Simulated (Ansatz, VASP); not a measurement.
## One calculation of GaN, two programs

```
CELL_PARAMETERS angstrom
3.18281 0.00000 0.00000
-1.59141 2.75640 0.00000
0.00000 0.00000 5.18521
ATOMIC_POSITIONS crystal
Ga 0.66667 0.33333 0.49918
Ga 0.33333 0.66667 0.99918
N 0.66667 0.33333 0.87582
N 0.33333 0.66667 0.37582
```

Alike in both runs: task single point; functional PBEsol; k mesh 12 × 12 × 6; occupations gaussian, width 0.02 eV; no spin polarisation.

|  | VASP | Ansatz |
| --- | --- | --- |
| version | VASP 6.6.1 | Ansatz 0.2.0 |
| potentials or method | VASP PAW PBE potentials, release 64 (Ga_d, N), cutoff 520 eV | scalar-relativistic, plane waves, PAW |
| valence electrons in the cell | 36 | 36 |

|  | VASP | Ansatz | Ansatz less VASP |
| --- | --- | --- | --- |
| gap on the k mesh at the Fermi level (eV) | 1.89 | 1.88 | -0.018 |
| pressure (GPa) | -0.2 | 0.0 | +0.14 |

VASP's potentials were made for PBE, not for PBEsol. With one functional, cell and mesh, what is left measures potentials, basis and numerics.
